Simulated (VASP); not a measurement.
A run of VASP 6.6.1 is set up as follows.

File INCAR:

```
  PREC = Accurate
  ENCUT = 520
  EDIFF = 1E-7
  ISMEAR = -1
  SIGMA = 0.05
  LREAL = False
  LASPH = True
  NELM = 100
  ALGO = Fast
  ISIF = 2
  LWAVE = False
  LCHARG = True
  GGA = RP
  IVDW = 13
  LELF = True
  LVHAR = True
  NBANDS = 11
```

KPOINTS

```
Automatic mesh
0
Gamma
  12 12 12
```

Contents of POSCAR:

```
Pd
1.0
   -1.5548371209      1.5548371209      1.5548371209
    1.5548371209     -1.5548371209      1.5548371209
    1.5548371209      1.5548371209     -1.5548371209
Pd
1
Direct
    0.0000000000      0.0000000000      0.0000000000
```

Potentials or basis: VASP PAW PBE potentials, release 64 (Pd).

Launch:

```sh
$ cat potpaw_PBE.64/Pd/POTCAR > POTCAR
$ mpirun -np 1 vasp_std > vasp.out
```

Task: Predict the pressure.

Result: -0.3 GPa.

Task: What does it give for the band gap on the k mesh?

Result: Zero (band 5 reaches 10.15 eV, above the bottom of band 6 at 8.51 eV).

Task: Estimate the dispersion energy per atom.

Result: -0.940 eV.

Caveat: the PAW data sets were made with another functional, which shifts forces and pressure a little; pairwise dispersion overbinds metals, which lowers pressure and volume.
